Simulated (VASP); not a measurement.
# NaCl (I-4m2) in VASP: further runs, part 2 of 2

VASP 6.6.1. The steps go on from the part before.

### 3 Single point, PBE

INCAR reads:

```
PREC     = Accurate       # precision mode
ENCUT    = 520            # plane-wave cutoff, eV
EDIFF    = 1E-7           # SCF threshold, eV
ISMEAR   = 0              # smearing method
SIGMA    = 0.01           # smearing width, eV
LREAL    = False          # projectors in reciprocal space
LASPH    = True           # aspherical terms in the spheres
NELM     = 80             # most SCF steps
ALGO     = Normal         # electronic algorithm
ISIF     = 2              # what is computed and relaxed
LWAVE    = False          # write WAVECAR
LCHARG   = False          # write CHGCAR
GGA      = PE             # functional
NBANDS   = 14             # bands
```

KPOINTS reads:

```
regular mesh
0
Gamma
  8 8 8
```

POSCAR reads:

```
NaCl
1.0
   -2.2106983249      2.2106983249      3.1287079519
    2.2106983249     -2.2106983249      3.1287079519
    2.2106983249      2.2106983249     -3.1287079519
Na Cl
1 1
Direct
    0.0000000000      0.0000000000      0.0000000000
    0.2500000000      0.7500000000      0.5000000000
```

Potentials or basis: VASP PAW PBE potentials, release 64 (Na_pv, Cl).

Run with:

```sh
cat potpaw_PBE.64/Na_pv/POTCAR potpaw_PBE.64/Cl/POTCAR > POTCAR
mpirun -np 1 vasp_std > vasp.out
```

OUTCAR:

```text
PREC = Accurate
   ENCUT = 520
   EDIFF = 1E-7
   ISMEAR = 0
   LREAL = False
   LASPH = True
   NELM = 80
   ISIF = 2
   GGA = PE

 ion  position               nearest neighbor table
   1  0.000  0.000  0.000-   2 2.71   2 2.71   2 2.71   2 2.71
   2  0.250  0.750  0.500-   1 2.71   1 2.71   1 2.71   1 2.71

  LATTYP: Found a body centered tetragonal cell.
 ALAT       =     4.4213966498
 C/A-ratio  =     1.4152577566

  Lattice vectors:

 A1 = (  -2.2106983249,   2.2106983249,   3.1287079519)
 A2 = (   2.2106983249,  -2.2106983249,   3.1287079519)
 A3 = (   2.2106983249,   2.2106983249,  -3.1287079519)

Analysis of symmetry for initial positions (statically):
=====================================================================
 Subroutine PRICEL returns:
 Original cell was already a primitive cell.

 Routine SETGRP: Setting up the symmetry group for a
 body centered tetragonal supercell.

 Subroutine GETGRP returns: Found  8 space group operations
 (whereof  8 operations were pure point group operations)
 out of a pool of 16 trial point group operations.

The static configuration has the point symmetry D_2d.

Analysis of symmetry for dynamics (positions and initial velocities):
=====================================================================
 Subroutine PRICEL returns:
 Original cell was already a primitive cell.

 Routine SETGRP: Setting up the symmetry group for a
 body centered tetragonal supercell.

 Subroutine GETGRP returns: Found  8 space group operations
 (whereof  8 operations were pure point group operations)
 out of a pool of 16 trial point group operations.

The dynamic configuration has the point symmetry D_2d.

 Subroutine INISYM returns: Found  8 space group operations
 (whereof  8 operations are pure point group operations),
 and found     1 'primitive' translations

----------------------------------------------------------------------------------------

                                     Primitive cell

  volume of cell :      61.1623

  direct lattice vectors                    reciprocal lattice vectors
    -2.210698325  2.210698325  3.128707952     0.000000000  0.226172877  0.159810378
     2.210698325 -2.210698325  3.128707952     0.226172877  0.000000000  0.159810378
     2.210698325  2.210698325 -3.128707952     0.226172877  0.226172877  0.000000000

  length of vectors
     4.423029235  4.423029235  4.423029235     0.276935962  0.276935962  0.319856750

  position of ions in fractional coordinates (direct lattice)
     0.000000000  0.000000000  0.000000000
     0.250000000  0.750000000  0.500000000

  ion indices of the primitive-cell ions
   primitive index   ion index
                 1           1
                 2           2

----------------------------------------------------------------------------------------

 KPOINTS: regular mesh

Automatic generation of k-mesh.
 Grid dimensions read from file:
 generate k-points for:    8    8    8

 Generating k-lattice:

  Cartesian coordinates                     Fractional coordinates (reciprocal lattice)
     0.000000000  0.028271610  0.019976297     0.125000000  0.000000000  0.000000000
     0.028271610  0.000000000  0.019976297     0.000000000  0.125000000  0.000000000
     0.028271610  0.028271610  0.000000000     0.000000000  0.000000000  0.125000000

  Length of vectors
     0.034616995  0.034616995  0.039982094

  Shift w.r.t. Gamma in fractional coordinates (k-lattice)
     0.000000000  0.000000000  0.000000000

 Subroutine IBZKPT returns following result:
 ===========================================

 Found     59 irreducible k-points:

 Following reciprocal coordinates:
            Coordinates               Weight
  0.000000  0.000000  0.000000      1.000000
  0.125000  0.000000  0.000000      8.000000
  0.250000  0.000000  0.000000      8.000000
  0.375000  0.000000  0.000000      8.000000
  0.500000  0.000000  0.000000      4.000000
  0.125000  0.125000  0.000000      8.000000
[... 16 lines left out ...]
  0.250000  0.125000  0.125000     16.000000
  0.375000  0.125000  0.125000      8.000000
 [... further k-points ...]
   k-points           NKPTS =     59   k-points in BZ     NKDIM =     59   number of bands    NBANDS=     14
   number of dos      NEDOS =    301   number of ions     NIONS =      2
   total plane-waves  NPLWV =  46656
   dimension x,y,z NGX =    36 NGY =   36 NGZ =   36
   dimension x,y,z NGXF=    72 NGYF=   72 NGZF=   72
   ions per type =               1   1
   NGX,Y,Z   is equivalent  to a cutoff of  13.53, 13.53, 13.53 a.u.
   NGXF,Y,Z  is equivalent  to a cutoff of  27.06, 27.06, 27.06 a.u.
 SYSTEM =  unknown system
   PREC   = accura    normal or accurate (medium, high low for compatibility)
   ISTART =      0    job   : 0-new  1-cont  2-samecut
   ICHARG =      2    charge: 1-file 2-atom 10-const
   ISPIN  =      1    spin polarized calculation?
   LNONCOLLINEAR =      F non collinear calculations
   LSORBIT =      F    spin-orbit coupling
   LASPH  =      T    aspherical Exc in radial PAW
   ENCUT  =  520.0 eV  38.22 Ry    6.18 a.u.   8.22  8.22  8.22*2*pi/ulx,y,z
   NELM   =     80;   NELMIN=  2; NELMDL= -5     # of ELM steps
   EDIFF  = 0.1E-06   stopping-criterion for ELM
   LREAL  =      F    real-space projection
   EDIFFG = 0.1E-05   stopping-criterion for IOM
   NSW    =      0    number of steps for IOM
   IBRION =     -1    ionic relax: 0-MD 1-quasi-New 2-CG
   NFREE  =      0    steps in history (QN), initial steepest desc. (CG)
   ISIF   =      2    stress and relaxation
   ISYM   =      2    0-nonsym 1-usesym 2-fastsym
   POTIM  = 0.5000    time-step for ionic-motion
   TEBEG  =    0.0;   TEEND  =   0.0 temperature during run
   PSTRESS=    0.0 pullay stress
   NELECT =      14.0000    total number of electrons
   NUPDOWN=      -1.0000    fix difference up-down
   EMIN   =  10.00;   EMAX   =-10.00  energy-range for DOS
   EFERMI =   0.00;   METHOD = LEGACY
   ISMEAR =     0;   SIGMA  =   0.01  broadening in eV -4-tet -1-fermi 0-gaus
   EFERMI_NEDOS =   21; number of points for ismear=-14 and -15
   IALGO  =     38    algorithm
   IMIX   =      4    mixing-type and parameters
     AMIX     =   0.40;   BMIX     =  1.00
     AMIX_MAG =   1.60;   BMIX_MAG =  1.00
  volume/ion in A,a.u.               =      30.58       206.37
  Fermi-wavevector in a.u.,A,eV,Ry     =   1.001435  1.892438 13.644908  1.002872
  Thomas-Fermi vector in A             =   2.133857
   LORBIT       =      0    0 simple, 1 ext, 2 COOP (PROOUT), +10 PAW based schemes
   GGA     = PE    functional components
   LHFCALC =     F    Hartree Fock is set to
   AEXX    =    0.0000 exact exchange contribution
   IVDW    =     0    specifies the selected vdW correction
   LEPSILON=     F    determine dielectric tensor
   LRPA    =     F    only Hartree local field effects (RPA)
 non-spin polarized calculation
 Gauss-broadening in eV      SIGMA  =   0.01
  energy-cutoff  :      520.00
  volume of cell :       61.16
 maximum number of plane-waves:      1676
 NGX is ok and might be reduce to    36

 number of electron      14.0000007 magnetization

 Free energy of the ion-electron system (eV)
  ---------------------------------------------------
  ext. energy  EPLUGINS =         0.00000000
  ---------------------------------------------------
  free energy    TOTEN  =        -6.64302369 eV

  energy without entropy =       -6.64302369  energy(sigma->0) =       -6.64302369

 E-fermi :  -2.4552     XC(G=0):  -6.7153

 val. band max:       -2.5442643342   @ k =   0.0000   0.0000   0.0000
 cond. band min:       2.3045092768   @ k =   0.0000   0.0000   0.0000
 fundamental gap:      4.8487736110
 Fermi energy:        -2.4552151109

 k-point     1 :       0.0000    0.0000    0.0000
  band No.  band energies     occupation
      1     -23.2428      2.00000
      2     -23.2428      2.00000
      3     -23.2427      2.00000
      4     -14.6222      2.00000
      5      -2.5450      2.00000
      6      -2.5443      2.00000
      7      -2.5443      2.00000
      8       2.3045      0.00000
      9       8.5548      0.00000
     10       8.5563      0.00000
     11       8.5563      0.00000
     12      10.3427      0.00000
     13      10.3523      0.00000
     14      12.6506      0.00000
[... 375 lines left out ...]
 k-point    24 :       0.3750    0.1250    0.1250
  band No.  band energies     occupation
      1     -23.2539      2.00000
      2     -23.2464      2.00000
      3     -23.2448      2.00000
      4     -14.4734      2.00000
      5      -3.3929      2.00000
      6      -2.9081      2.00000
      7      -2.7101      2.00000
      8       5.6674      0.00000
      9       5.7659      0.00000
     10       7.4664      0.00000
     11       8.5219      0.00000
     12      10.6523      0.00000
     13      11.5872      0.00000
     14      12.5228      0.00000

 [... further k-points ...]
[... 5 lines left out ...]
  --------------------------------------------------------------------------------------
  -------------------------------------------------------------------------------------
  Total       -0.0050356     -0.0050356     -0.0057820      0.0000000     -0.0000000      0.0000000
  in kB       -0.1319108     -0.1319108     -0.1514624      0.0000000     -0.0000000      0.0000000
  external PRESSURE =      -0.1384280 kB  Pullay stress =       0.0000000 kB

 VOLUME and BASIS-vectors are now :
 -----------------------------------------------------------------------------
  energy-cutoff  :      520.00
  volume of cell :       61.16
      direct lattice vectors                 reciprocal lattice vectors
    -2.210698325  2.210698325  3.128707952     0.000000000  0.226172877  0.159810378
     2.210698325 -2.210698325  3.128707952     0.226172877  0.000000000  0.159810378
     2.210698325  2.210698325 -3.128707952     0.226172877  0.226172877  0.000000000

 POSITION                                       TOTAL-FORCE (eV/Angst)
 -----------------------------------------------------------------------------------
      0.00000      0.00000      0.00000        -0.000000      0.000000      0.000000
      2.21070      0.00000      1.56435         0.000000     -0.000000     -0.000000
 -----------------------------------------------------------------------------------
    total drift:                               -0.000001      0.000001     -0.000000

  FREE ENERGIE OF THE ION-ELECTRON SYSTEM (eV)
  ---------------------------------------------------
  free  energy   TOTEN  =        -6.6430236938 eV

  energy  without entropy=       -6.6430236938  energy(sigma->0) =       -6.64302369
```

Wall time 40 s (1 thread of AMD EPYC 9R45 (Zen 5), shared host); peak memory 0.19 GiB.

What came out:

```
Free energy            : -6.6430 eV
Pressure               : 0.0 GPa
Band gap on the k mesh : 4.85 eV
```

Levels at points of the mesh, in eV from the valence-band top:
```csv
k point,band 3,band 4,band 5,band 6,band 7,band 8,band 9,band 10,band 11,band 12
"(0.00, 0.00, 0.00)",-20.70,-12.08,0.00,0.00,0.00,4.85,11.10,11.10,11.10,12.89
"(0.50, 0.00, 0.00)",-20.70,-11.95,-1.00,-0.09,-0.09,7.45,8.74,10.56,10.57,14.10
"(0.50, 0.50, 0.00)",-20.70,-11.91,-0.91,-0.29,-0.29,7.01,9.00,10.33,12.89,12.90
"(0.50, 0.50, 0.50)",-20.70,-11.91,-0.91,-0.28,-0.28,7.01,9.00,10.32,12.90,12.90
```

A k mesh can miss the band edges.

### 4 Single point, PBE

This run uses another cell than the first one: it holds 8 atoms, not 2.

INCAR reads:

```
PREC = Accurate ; ENCUT = 520
EDIFF = 1E-7 ; ISMEAR = 0
SIGMA = 0.1 ; LREAL = F
LASPH = T ; NELM = 100
ALGO = Normal ; ISIF = 2
LWAVE = F ; LCHARG = F
GGA = PE ; NBANDS = 38
```

KPOINTS reads:

```
Automatic mesh
0
Gamma
  4 2 2
```

POSCAR reads:

```
NaCl
1.0
   -2.2193421364      2.2193421364     -3.1043318560
    6.6580264092      2.2193421364     -3.1043318560
   -2.2193421364     -6.6580264092     -3.1043318560
Na Cl
4 4
Direct
    0.0000000000      0.0000000000      0.0000000000
    0.5000000000      0.5000000000      1.0000000000
    0.0000000000      0.5000000000      0.5000000000
    0.5000000000      0.0000000000      0.5000000000
    0.5000000000      0.1250000000      0.8750000000
    0.0000000000      0.6250000000      0.8750000000
    0.5000000000      0.6250000000      0.3750000000
    0.0000000000      0.1250000000      0.3750000000
```

Run with:

```sh
cat potpaw_PBE.64/Na_pv/POTCAR potpaw_PBE.64/Cl/POTCAR > POTCAR
mpirun -np 1 vasp_std > vasp.out
```

It took 60 s on 1 thread of AMD EPYC 9R45 (Zen 5), shared host; peak memory 0.32 GiB.

It converged, with:

* Free energy: -26.5712 eV
* Pressure: 0.0 GPa
* Band gap on the k mesh: 4.84 eV

Levels at points of the mesh, in eV from the valence-band top:
```
           k point  band 26  band 27  band 28  band 29  band 30  band 31
(0.00, 0.00, 0.00)    -0.01    -0.01     0.00     4.84     7.00     7.45
(0.50, 0.00, 0.00)    -0.33    -0.09    -0.09     7.42     7.42     7.79
(0.00, 0.50, 0.00)    -0.06    -0.05    -0.05     6.02     6.02     7.59
(0.50, 0.50, 0.00)    -0.21    -0.19    -0.19     7.59     7.59     7.59
(0.00, 0.50, 0.50)    -0.15    -0.09    -0.09     6.30     6.30     7.42
(0.50, 0.50, 0.50)    -0.10    -0.09    -0.09     7.00     7.01     7.45
```

Caveat: the k points lie up to 0.44 Å⁻¹ apart.

### 5 Relaxation of cell and atoms, PBE

INCAR reads:

```
SYSTEM = NaCl
PREC = Accurate ; ENCUT = 600
EDIFF = 1E-7 ; ISMEAR = 0
SIGMA = 0.02 ; LREAL = .FALSE.
LASPH = .TRUE. ; NELM = 100
ALGO = Normal ; ISIF = 3
LWAVE = .FALSE. ; LCHARG = .FALSE.
GGA = PE ; IBRION = 2
NSW = 100 ; EDIFFG = -0.01
```

KPOINTS reads:

```
regular mesh
0
G
  8 8 8
  0 0 0
```

POSCAR reads:

```
NaCl
1.0
   -2.2193421364      2.2193421364      3.1043318560
    2.2193421364     -2.2193421364      3.1043318560
    2.2193421364      2.2193421364     -3.1043318560
Na Cl
1 1
Direct
    0.0000000000      0.0000000000      0.0000000000
    0.2500000000      0.7500000000      0.5000000000
```

Potentials or basis: VASP PAW PBE potentials, release 64 (Na_pv, Cl).

Run with:

```sh
cat potpaw_PBE.64/Na_pv/POTCAR potpaw_PBE.64/Cl/POTCAR > POTCAR
mpirun -np 1 vasp_std > vasp.out
```

OUTCAR:

```text
SYSTEM = NaCl
   PREC = Accurate
   ENCUT = 600
   EDIFF = 1E-7
   ISMEAR = 0
   LREAL = .FALSE.
   LASPH = .TRUE.
   NELM = 100
   ISIF = 3
   GGA = PE
   IBRION = 2
   NSW = 100
   EDIFFG = -0.01

 ion  position               nearest neighbor table
   1  0.000  0.000  0.000-   2 2.71   2 2.71   2 2.71   2 2.71
   2  0.250  0.750  0.500-   1 2.71   1 2.71   1 2.71   1 2.71

  LATTYP: Found a body centered tetragonal cell.
 ALAT       =     4.4386842728
 C/A-ratio  =     1.3987621850

  Lattice vectors:

 A1 = (  -2.2193421364,   2.2193421364,   3.1043318560)
 A2 = (   2.2193421364,  -2.2193421364,   3.1043318560)
 A3 = (   2.2193421364,   2.2193421364,  -3.1043318560)

Analysis of symmetry for initial positions (statically):
=====================================================================
 Subroutine PRICEL returns:
 Original cell was already a primitive cell.

 Routine SETGRP: Setting up the symmetry group for a
 body centered tetragonal supercell.

[... 176 lines left out ...]
      1     -23.2437      2.00000
      2     -23.2424      2.00000
      3     -23.2424      2.00000
      4     -14.6218      2.00000
      5      -2.5479      2.00000
      6      -2.5479      2.00000
      7      -2.5378      2.00000
      8       2.3049      0.00000
      9       8.5486      0.00000
     10       8.5486      0.00000
     11       8.5721      0.00000
[... 309 lines left out ...]
 k-point    24 :       0.3750    0.1250    0.1250
  band No.  band energies     occupation
      1     -23.2539      2.00000
      2     -23.2462      2.00000
      3     -23.2452      2.00000
      4     -14.4735      2.00000
      5      -3.3931      2.00000
      6      -2.9122      2.00000
      7      -2.7035      2.00000
      8       5.6751      0.00000
      9       5.7699      0.00000
     10       7.4422      0.00000
     11       8.5497      0.00000

 [... further k-points ...]

------------------------ aborting loop because EDIFF is reached ----------------------------------------

  FORCE on cell =-STRESS in cart. coord.  units (eV):
  Direction    XX          YY          ZZ          XY          YZ          ZX
  --------------------------------------------------------------------------------------
  -------------------------------------------------------------------------------------
  Total        0.0006581      0.0006581      0.0114853      0.0000000      0.0000000      0.0000000
  in kB        0.0172405      0.0172405      0.3008674      0.0000000      0.0000000      0.0000000
  external PRESSURE =       0.1117828 kB  Pullay stress =       0.0000000 kB

 VOLUME and BASIS-vectors are now :
 -----------------------------------------------------------------------------
  energy-cutoff  :      600.00
  volume of cell :       61.16
      direct lattice vectors                 reciprocal lattice vectors
    -2.219342136  2.219342136  3.104331856     0.000000000  0.225291987  0.161065254
     2.219342136 -2.219342136  3.104331856     0.225291987  0.000000000  0.161065254
     2.219342136  2.219342136 -3.104331856     0.225291987  0.225291987  0.000000000

 POSITION                                       TOTAL-FORCE (eV/Angst)
 -----------------------------------------------------------------------------------
      0.00000      0.00000      0.00000         0.000000     -0.000000     -0.000000
      2.21934      0.00000      1.55217        -0.000000      0.000000      0.000000
 -----------------------------------------------------------------------------------
    total drift:                               -0.000001      0.000001     -0.000000

  FREE ENERGIE OF THE ION-ELECTRON SYSTEM (eV)
  ---------------------------------------------------
  free  energy   TOTEN  =        -6.6432225815 eV

  energy  without entropy=       -6.6432225815  energy(sigma->0) =       -6.64322258

 reached required accuracy - stopping structural energy minimisation
```

It took 26 s on 1 thread of AMD EPYC 9R45 (Zen 5), shared host; peak memory 0.19 GiB.

Results:

- Free energy: -6.6432 eV
- Pressure after relaxing: 0.0 GPa
- Band gap on the k mesh: 4.84 eV

Final structure:
```
Na Cl
1.0
    -2.21934    2.21934    3.10433
     2.21934   -2.21934    3.10433
     2.21934    2.21934   -3.10433
Na Cl
1 1
Direct
  0.00000 0.00000 0.00000
  0.25000 0.75000 0.50000
```

### 6 Overview

```tsv
task	cell	k mesh	cutoff (eV)	smearing	gap on the mesh (eV)	pressure (GPa)
single point	a = 4.415 Å, angles 119.6, 119.6, 90.6°, 2 atoms, atomic positions A	8 × 8 × 8	520	gaussian 0.02 eV	4.84	0.0
single point	a = 4.423 Å, angles 120.0, 120.0, 90.0°, 2 atoms, atomic positions A	8 × 8 × 8	520	gaussian 0.01 eV	4.85	0.0
single point	a = 4.415, b = 7.674, c = 7.674 Å, angles 109.8, 90.4, 90.4°, 8 atoms, atomic positions B	4 × 2 × 2	520	gaussian 0.1 eV	4.84	0.0
relaxation of cell and atoms	relaxed from a = 4.415 Å, angles 119.6, 119.6, 90.6°, 2 atoms, atomic positions A	8 × 8 × 8	600	gaussian 0.02 eV	4.84	0.0
```

Alike in all rows: level PBE; potentials or basis VASP PAW PBE potentials, release 64 (Na_pv, Cl); no spin polarisation.

Caveats: some runs use coarse meshes.

Total energies depend on the potentials used, so only differences within one code and one set of settings carry meaning.
